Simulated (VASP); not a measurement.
A run of VASP 6.6.1 is set up as follows.

The input POSCAR:

```
Sr
1.0
    4.4254177847      0.0000000000      0.0000000000
   -2.2127088923      3.8325242240      0.0000000000
    0.0000000000      0.0000000000      7.2862773289
Sr
2
Direct
    0.3333333333      0.6666666667      0.2500000000
    0.6666666667      0.3333333333      0.7500000000
```

Contents of INCAR.step1:

```
SYSTEM = Sr
  PREC = Accurate
  ENCUT = 520
  ISMEAR = -1
  SIGMA = 0.1
  LREAL = .False.
  LASPH = .True.
  NELM = 100
  NBANDS = 17
  GGA = PE
  ALGO = Normal
  EDIFF = 1E-4
  LWAVE = .True.
  LCHARG = .False.
```

The input INCAR.step2:

```
SYSTEM = Sr
  PREC = Accurate
  ENCUT = 520
  EDIFF = 1E-6
  ISMEAR = -1
  SIGMA = 0.1
  LREAL = .False.
  LASPH = .True.
  NELM = 100
  ALGO = Normal
  ISIF = 2
  LWAVE = .False.
  LCHARG = .False.
  METAGGA = R2SCAN
  LMIXTAU = .True.
  NBANDS = 17
  ISTART = 1
```

File KPOINTS:

```
Automatic mesh
0
Gamma
  10 10 5
  0 0 0
```

Potentials or basis: VASP PAW PBE potentials, release 64 (Sr_sv).

The run is started by

```bash
$ cat potpaw_PBE.64/Sr_sv/POTCAR > POTCAR
$ cp INCAR.step1 INCAR
$ mpirun -np 1 vasp_std > vasp.out
$ cp INCAR.step2 INCAR
$ mpirun -np 1 vasp_std > vasp.out
```

Task: Predict the pressure.

Result: -0.8 GPa.

Task: What does it give for the band gap on the k mesh?

Result: Zero (band 10 reaches 1.37 eV, above the bottom of band 11 at 1.03 eV).

Caveat: the PAW data sets were made with another functional, which shifts forces and pressure a little.
